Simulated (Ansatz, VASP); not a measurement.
PtS2: VASP beside Ansatz

INCAR

```
SYSTEM = PtS2
PREC = Accurate ; ENCUT = 520
EDIFF = 1E-8 ; ISMEAR = -1
SIGMA = 0.01 ; LREAL = .False.
LASPH = .True. ; NELM = 100
ALGO = Normal ; ISIF = 2
LWAVE = .False. ; LCHARG = .False.
GGA = PE ; LEFG = .True.
NBANDS = 18
```

KPOINTS

```
Automatic mesh
0
Gamma
  12 12 7
  0 0 0
```

POSCAR

```
PtS2
1.0
    3.5431994758      0.0000000000      0.0000000000
   -1.7715997379      3.0685007567      0.0000000000
    0.0000000000      0.0000000000      5.0388000000
Pt S
1 2
Direct
    0.0000000000      0.0000000000      0.0000000000
    0.3333333333      0.6666666667      0.2500000000
    0.6666666667      0.3333333333      0.7500000000
```

Input for Ansatz:

```yaml
crystal:
  lattice:
    - [3.5431994758, 0.0, 0.0]
    - [-1.7715997379, 3.0685007567, 0.0]
    - [0.0, 0.0, 5.0388]
  atoms:
    - { symbol: Pt, position: [0.0, 0.0, 0.0] }
    - { symbol: S, position: [0.3333333333, 0.6666666667, 0.25] }
    - { symbol: S, position: [0.6666666667, 0.3333333333, 0.75] }
kpoints:
  mp_grid: { grid: [12, 12, 7] }
  band_path:
    path:
      - [0.0, 0.0, 0.0]
      - [0.5, 0.0, 0.0]
      - [0.3333333333, 0.3333333333, 0.0]
      - [0.0, 0.0, 0.0]
      - [0.0, 0.0, 0.5]
      - [0.5, 0.0, 0.5]
      - [0.3333333333, 0.3333333333, 0.5]
      - [0.0, 0.0, 0.5]
      - [0.5, 0.0, 0.5]
    npoints: 14
scf:
  occupations: { method: fermi_dirac, width: 0.01 }
hamiltonian:
  xc: pbe
  pseudopotentials: { kind: paw }
output:
  forces: true
  stress: true
  eigenvalues: true
  efg: { contact_densities: true }
  populations: true
basis:
  ecutrho_ratio: 9
```

Alike in both runs: task electric field gradients; functional PBE; k mesh 12 × 12 × 7; occupations fermi-dirac, width 0.01 eV; no spin polarisation.

|  | VASP | Ansatz |
| --- | --- | --- |
| version | VASP 6.6.1 | Ansatz 0.2.0 |
| potentials or method | VASP PAW PBE potentials, release 64 (Pt, S) | PAW with Ansatz's default frozen-core files, scalar-relativistic |
| plane-wave cutoff (eV) | 520 | 420 |
| valence electrons in the cell | 22 | 30 |

VASP gave:

* gap on the k mesh at the Fermi level (eV): 0.52
* pressure (GPa): 1.9
* traceless stress, the component that is largest in VASP (GPa): -1.75
* rms of the force components (eV/Å): 0.173

**Question.** Which values does Ansatz return?

**Answer.** gap on the k mesh at the Fermi level (eV): 0.51; pressure (GPa): 2.4; traceless stress, the component that is largest in VASP (GPa): -1.88; rms of the force components (eV/Å): 0.155.

Atom by atom the forces differ by 0.019 eV/Å (rms over components). VASP's potentials hold 22 valence electrons a cell and Ansatz's 30, so a difference there can come from the potentials and not from the codes.

Spin-orbit coupling is off throughout.
